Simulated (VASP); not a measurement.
# Cr (Fd-3m) in VASP: notebook

Cr is run at these levels: LDA; tasks: single point.

Everything below comes from runs of VASP 6.6.1. Logs are shortened: lines on timing, memory, paths and dates and some standing lists are left out, and cuts for length are marked.

### Step 1. The cell of the first run

It takes space group Fd-3m (No. 227, cubic). Conventional cell: a = 4.802 Å, b = 4.802 Å, c = 4.802 Å, α = 90.00°, β = 90.00°, γ = 90.00°. Cr (site symmetry -43m) has 4 Cr at 2.08 Å within 2.8 Å.

### Step 2. Single point, LDA, collinear spin, antiferromagnetic start (volume scaled by 0.88)

File INCAR:

```
SYSTEM = Cr
PREC = Accurate ; ENCUT = 520
EDIFF = 1E-6 ; ISMEAR = -1
SIGMA = 0.05 ; LREAL = .FALSE.
LASPH = .TRUE. ; NELM = 150
ALGO = Normal ; ISIF = 2
LWAVE = .FALSE. ; LCHARG = .FALSE.
ISPIN = 2 ; MAGMOM = 1.45 -1.45
LORBIT = 11 ; LMAXMIX = 4
GGA = CA ; NBANDS = 23
```

File KPOINTS:

```
regular mesh
0
G
  12 12 12
  0 0 0
```

File POSCAR:

```
Cr
1.0
    0.0000000000      2.4008978844      2.4008978844
    2.4008978844      0.0000000000      2.4008978844
    2.4008978844      2.4008978844      0.0000000000
Cr
2
Direct
    0.1250000000      0.1250000000      0.1250000000
    0.8750000000      0.8750000000      0.8750000000
```

Potentials or basis: VASP PAW LDA potentials, release 64 (Cr_pv).

Run with:

```sh
$ cat potpaw_LDA.64/Cr_pv/POTCAR > POTCAR
$ mpirun -np 1 vasp_std > vasp.out
```

OUTCAR:

```text
SYSTEM = Cr
   PREC = Accurate
   ENCUT = 520
   EDIFF = 1E-6
   ISMEAR = -1
   LREAL = .FALSE.
   LASPH = .TRUE.
   NELM = 150
   ISIF = 2
   ISPIN = 2
   LORBIT = 11
   GGA = CA

 ion  position               nearest neighbor table
   1  0.125  0.125  0.125-   2 2.08   2 2.08   2 2.08   2 2.08
   2  0.875  0.875  0.875-   1 2.08   1 2.08   1 2.08   1 2.08

  LATTYP: Found a face centered cubic cell.
 ALAT       =     4.8017957688

  Lattice vectors:

 A1 = (   0.0000000000,   2.4008978844,   2.4008978844)
 A2 = (   2.4008978844,   0.0000000000,   2.4008978844)
 A3 = (   2.4008978844,   2.4008978844,   0.0000000000)

Analysis of symmetry for initial positions (statically):
=====================================================================
 Subroutine PRICEL returns:
 Original cell was already a primitive cell.

 Routine SETGRP: Setting up the symmetry group for a
 face centered cubic supercell.

 Subroutine GETGRP returns: Found 48 space group operations
 (whereof 12 operations were pure point group operations)
 out of a pool of 48 trial point group operations.

The static configuration has the point symmetry D_3d.
 The point group associated with its full space group is O_h .

Analysis of symmetry for dynamics (positions and initial velocities):
=====================================================================
 Subroutine PRICEL returns:
 Original cell was already a primitive cell.

 Routine SETGRP: Setting up the symmetry group for a
 face centered cubic supercell.

 Subroutine GETGRP returns: Found 48 space group operations
 (whereof 12 operations were pure point group operations)
 out of a pool of 48 trial point group operations.

The dynamic configuration has the point symmetry D_3d.
 The point group associated with its full space group is O_h .

Analysis of structural, dynamic, and magnetic symmetry:
=====================================================================
 Subroutine PRICEL returns:
 Original cell was already a primitive cell.

 Routine SETGRP: Setting up the symmetry group for a
 face centered cubic supercell.

 Subroutine GETGRP returns: Found 48 space group operations
 (whereof 12 operations were pure point group operations)
 out of a pool of 48 trial point group operations.

The overall configuration has the point symmetry D_3d.
 The point group associated with its full space group is O_h .

 Subroutine INISYM returns: Found 48 space group operations
 (whereof 12 operations are pure point group operations),
 and found     1 'primitive' translations

----------------------------------------------------------------------------------------

                                     Primitive cell

  volume of cell :      27.6790

  direct lattice vectors                    reciprocal lattice vectors
     0.000000000  2.400897884  2.400897884    -0.208255421  0.208255421  0.208255421
     2.400897884  0.000000000  2.400897884     0.208255421 -0.208255421  0.208255421
     2.400897884  2.400897884  0.000000000     0.208255421  0.208255421 -0.208255421

  length of vectors
     3.395382350  3.395382350  3.395382350     0.360708970  0.360708970  0.360708970

  position of ions in fractional coordinates (direct lattice)
     0.125000000  0.125000000  0.125000000
     0.875000000  0.875000000  0.875000000

  ion indices of the primitive-cell ions
   primitive index   ion index
                 1           1
                 2           2

----------------------------------------------------------------------------------------

 KPOINTS: regular mesh

Automatic generation of k-mesh.
 Grid dimensions read from file:
 generate k-points for:   12   12   12

 Generating k-lattice:

  Cartesian coordinates                     Fractional coordinates (reciprocal lattice)
    -0.017354618  0.017354618  0.017354618     0.083333333  0.000000000  0.000000000
     0.017354618 -0.017354618  0.017354618     0.000000000  0.083333333  0.000000000
     0.017354618  0.017354618 -0.017354618     0.000000000  0.000000000  0.083333333

  Length of vectors
     0.030059081  0.030059081  0.030059081

  Shift w.r.t. Gamma in fractional coordinates (k-lattice)
     0.000000000  0.000000000  0.000000000

 Subroutine IBZKPT returns following result:
 ===========================================

 Found     72 irreducible k-points:

 Following reciprocal coordinates:
            Coordinates               Weight
  0.000000  0.000000  0.000000      1.000000
  0.083333  0.000000  0.000000      8.000000
  0.166667  0.000000  0.000000      8.000000
  0.250000  0.000000  0.000000      8.000000
  0.333333  0.000000  0.000000      8.000000
  0.416667  0.000000  0.000000      8.000000
[... 16 lines left out ...]
  0.500000  0.166667  0.000000     24.000000
 -0.416667  0.166667  0.000000     24.000000
 [... further k-points ...]
   k-points           NKPTS =     72   k-points in BZ     NKDIM =     72   number of bands    NBANDS=     23
   number of dos      NEDOS =    301   number of ions     NIONS =      2
   total plane-waves  NPLWV =  21952
   dimension x,y,z NGX =    28 NGY =   28 NGZ =   28
   dimension x,y,z NGXF=    56 NGYF=   56 NGZF=   56
   ions per type =               2
   NGX,Y,Z   is equivalent  to a cutoff of  13.71, 13.71, 13.71 a.u.
   NGXF,Y,Z  is equivalent  to a cutoff of  27.42, 27.42, 27.42 a.u.
 SYSTEM =  Cr
   PREC   = accura    normal or accurate (medium, high low for compatibility)
   ISTART =      0    job   : 0-new  1-cont  2-samecut
   ICHARG =      2    charge: 1-file 2-atom 10-const
   ISPIN  =      2    spin polarized calculation?
   LNONCOLLINEAR =      F non collinear calculations
   LSORBIT =      F    spin-orbit coupling
   LASPH  =      T    aspherical Exc in radial PAW
   ENCUT  =  520.0 eV  38.22 Ry    6.18 a.u.   6.31  6.31  6.31*2*pi/ulx,y,z
   NELM   =    150;   NELMIN=  2; NELMDL= -5     # of ELM steps
   EDIFF  = 0.1E-05   stopping-criterion for ELM
   LREAL  =      F    real-space projection
   EDIFFG = 0.1E-04   stopping-criterion for IOM
   NSW    =      0    number of steps for IOM
   IBRION =     -1    ionic relax: 0-MD 1-quasi-New 2-CG
   NFREE  =      0    steps in history (QN), initial steepest desc. (CG)
   ISIF   =      2    stress and relaxation
   ISYM   =      2    0-nonsym 1-usesym 2-fastsym
   POTIM  = 0.5000    time-step for ionic-motion
   TEBEG  =    0.0;   TEEND  =   0.0 temperature during run
   PSTRESS=    0.0 pullay stress
   NELECT =      24.0000    total number of electrons
   NUPDOWN=      -1.0000    fix difference up-down
   EMIN   =  10.00;   EMAX   =-10.00  energy-range for DOS
   EFERMI =   0.00;   METHOD = LEGACY
   ISMEAR =    -1;   SIGMA  =   0.05  broadening in eV -4-tet -1-fermi 0-gaus
   EFERMI_NEDOS =   21; number of points for ismear=-14 and -15
   IALGO  =     38    algorithm
   IMIX   =      4    mixing-type and parameters
     AMIX     =   0.40;   BMIX     =  1.00
     AMIX_MAG =   1.60;   BMIX_MAG =  1.00
  volume/ion in A,a.u.               =      13.84        93.39
  Fermi-wavevector in a.u.,A,eV,Ry     =   1.561091  2.950034 33.157468  2.437005
  Thomas-Fermi vector in A             =   2.664207
   LORBIT       =     11    0 simple, 1 ext, 2 COOP (PROOUT), +10 PAW based schemes
   GGA     = CA    functional components
   LHFCALC =     F    Hartree Fock is set to
   AEXX    =    0.0000 exact exchange contribution
   IVDW    =     0    specifies the selected vdW correction
   LEPSILON=     F    determine dielectric tensor
   LRPA    =     F    only Hartree local field effects (RPA)
 spin polarized calculation
  energy-cutoff  :      520.00
  volume of cell :       27.68
 maximum number of plane-waves:       760
 NGX is ok and might be reduce to    28
   NGX = 13   NGY = 13   NGZ = 13

 number of electron      24.0000015 magnetization       0.0000000

 number of electron      24.0000015 magnetization      -0.0000000

 Free energy of the ion-electron system (eV)
  ---------------------------------------------------
  ext. energy  EPLUGINS =         0.00000000
  ---------------------------------------------------
  free energy    TOTEN  =       -16.69820644 eV

  energy without entropy =      -16.67155294  energy(sigma->0) =      -16.68487969

 E-fermi :   8.1098     XC(G=0): -12.5565

 val. band max:        8.1072826740   @ k =   0.3333   0.1667   0.0833
 cond. band min:       8.1108811557   @ k =  -0.4167   0.3333   0.0000
 fundamental gap:      0.0035984817
 Fermi energy:         8.1098335074

 spin component 1

 k-point     1 :       0.0000    0.0000    0.0000
  band No.  band energies     occupation
      1     -34.4414      1.00000
      2     -34.4414      1.00000
      3     -34.4414      1.00000
      4     -33.1703      1.00000
      5     -33.1703      1.00000
      6     -33.1703      1.00000
[... 15 lines left out ...]
     22      23.5239      0.00000
     23      23.5398      0.00000

 k-point     2 :       0.0833    0.0000    0.0000
  band No.  band energies     occupation
      1     -34.4538      1.00000
      2     -34.4538      1.00000
      3     -34.4435      1.00000
      4     -33.1706      1.00000
      5     -33.1574      1.00000
      6     -33.1574      1.00000
[... 15 lines left out ...]
     22      23.1960      0.00000
     23      23.5418      0.00000

 k-point     3 :       0.1667    0.0000    0.0000
  band No.  band energies     occupation
      1     -34.4867      1.00000
      2     -34.4867      1.00000
      3     -34.4499      1.00000
      4     -33.1704      1.00000
      5     -33.1231      1.00000
      6     -33.1231      1.00000
[... 15 lines left out ...]
     22      22.6265      0.00000
     23      22.6265      0.00000
[... 495 lines left out ...]
 k-point    23 :       0.5000    0.1667    0.0000
  band No.  band energies     occupation
      1     -34.7299      1.00000
      2     -34.6522      1.00000
      3     -34.2728      1.00000
      4     -33.3559      1.00000
      5     -32.9506      1.00000
      6     -32.8920      1.00000
[... 15 lines left out ...]
     22      18.8255      0.00000
     23      21.1786      0.00000

 k-point    24 :      -0.4167    0.1667    0.0000
  band No.  band energies     occupation
      1     -34.7437      1.00000
      2     -34.6382      1.00000
      3     -34.2816      1.00000
      4     -33.3454      1.00000
      5     -32.9648      1.00000
      6     -32.8799      1.00000
[... 15 lines left out ...]
     22      19.4636      0.00000
     23      21.1610      0.00000

 [... further k-points ...]

 spin component 2

 k-point     1 :       0.0000    0.0000    0.0000
  band No.  band energies     occupation
      1     -34.4414      1.00000
      2     -34.4414      1.00000
      3     -34.4414      1.00000
      4     -33.1703      1.00000
      5     -33.1703      1.00000
      6     -33.1703      1.00000
[... 15 lines left out ...]
     22      23.5239      0.00000
     23      23.5398      0.00000

 k-point     2 :       0.0833    0.0000    0.0000
  band No.  band energies     occupation
      1     -34.4538      1.00000
      2     -34.4538      1.00000
      3     -34.4435      1.00000
      4     -33.1706      1.00000
      5     -33.1574      1.00000
      6     -33.1574      1.00000
[... 15 lines left out ...]
     22      23.1960      0.00000
     23      23.5418      0.00000

 k-point     3 :       0.1667    0.0000    0.0000
  band No.  band energies     occupation
      1     -34.4867      1.00000
      2     -34.4867      1.00000
      3     -34.4499      1.00000
      4     -33.1704      1.00000
      5     -33.1231      1.00000
      6     -33.1231      1.00000
[... 15 lines left out ...]
     22      22.6265      0.00000
     23      22.6265      0.00000
[... 495 lines left out ...]
 k-point    23 :       0.5000    0.1667    0.0000
  band No.  band energies     occupation
      1     -34.7299      1.00000
      2     -34.6522      1.00000
      3     -34.2728      1.00000
      4     -33.3559      1.00000
      5     -32.9506      1.00000
      6     -32.8920      1.00000
[... 15 lines left out ...]
     22      18.8255      0.00000
     23      21.1786      0.00000

 k-point    24 :      -0.4167    0.1667    0.0000
  band No.  band energies     occupation
      1     -34.7437      1.00000
      2     -34.6382      1.00000
      3     -34.2816      1.00000
      4     -33.3454      1.00000
      5     -32.9648      1.00000
      6     -32.8799      1.00000
[... 15 lines left out ...]
     22      19.4636      0.00000
     23      21.1610      0.00000

 [... further k-points ...]

------------------------ aborting loop because EDIFF is reached ----------------------------------------

  FORCE on cell =-STRESS in cart. coord.  units (eV):
  Direction    XX          YY          ZZ          XY          YZ          ZX
  --------------------------------------------------------------------------------------
  -------------------------------------------------------------------------------------
  Total        2.4508427      2.4508427      2.4508427      0.0000000     -0.0000000      0.0000000
  in kB      141.8649029    141.8649029    141.8649029      0.0000000     -0.0000000      0.0000000
  external PRESSURE =     141.8649029 kB  Pullay stress =       0.0000000 kB

 VOLUME and BASIS-vectors are now :
 -----------------------------------------------------------------------------
  energy-cutoff  :      520.00
  volume of cell :       27.68
      direct lattice vectors                 reciprocal lattice vectors
     0.000000000  2.400897884  2.400897884    -0.208255421  0.208255421  0.208255421
     2.400897884  0.000000000  2.400897884     0.208255421 -0.208255421  0.208255421
     2.400897884  2.400897884  0.000000000     0.208255421  0.208255421 -0.208255421

 POSITION                                       TOTAL-FORCE (eV/Angst)
 -----------------------------------------------------------------------------------
      0.60022      0.60022      0.60022        -0.000000     -0.000000     -0.000000
      4.20157      4.20157      4.20157         0.000000      0.000000      0.000000
 -----------------------------------------------------------------------------------
    total drift:                                0.000000     -0.000000     -0.000000

  FREE ENERGIE OF THE ION-ELECTRON SYSTEM (eV)
  ---------------------------------------------------
  free  energy   TOTEN  =       -16.6982064391 eV

  energy  without entropy=      -16.6715529388  energy(sigma->0) =      -16.68487969

 total charge

# of ion       s       p       d       tot
------------------------------------------
    1        0.489   6.226   4.736  11.451
    2        0.489   6.226   4.736  11.451
--------------------------------------------------
tot          0.978  12.452   9.472  22.902

 magnetization (x)

# of ion       s       p       d       tot
------------------------------------------
    1       -0.000  -0.000   0.001   0.001
    2        0.000   0.000  -0.001  -0.001
--------------------------------------------------
tot          0.000   0.000   0.000   0.000
```

Wall time 89 s (1 thread of Intel Xeon Platinum 8488C (Sapphire Rapids), shared host); peak memory 0.19 GiB.

What came out:

```yaml
Free_energy: -16.6982 eV
Pressure: 14.2 GPa
Band_gap_on_the_k_mesh: zero (filled and empty bands overlap)
Net_moment: 0.00 μB per cell
Valence_electrons_inside_the_program's_atomic_spheres: Cr 11.45
```

Levels at points of the mesh, in eV from the Fermi level:
Spin up:
```tsv
k point	band 9	band 10	band 11	band 12	band 13	band 14	band 15	band 16
(0.00, 0.00, 0.00)	-2.20	-1.33	-1.33	-1.33	1.19	1.19	1.19	3.75
(0.50, 0.00, 0.00)	-2.07	-2.07	-1.46	-1.46	0.22	2.13	2.13	3.30
(0.50, 0.50, 0.00)	-1.36	-1.36	0.28	0.28	0.66	0.66	3.58	3.58
```
Spin down:
```
           k point  band 9  band 10  band 11  band 12  band 13  band 14  band 15  band 16
(0.00, 0.00, 0.00)   -2.20    -1.33    -1.33    -1.33     1.19     1.19     1.19     3.75
(0.50, 0.00, 0.00)   -2.07    -2.07    -1.46    -1.46     0.22     2.13     2.13     3.30
(0.50, 0.50, 0.00)   -1.36    -1.36     0.28     0.28     0.66     0.66     3.58     3.58
```

(Part 1 of 2 ends here.)
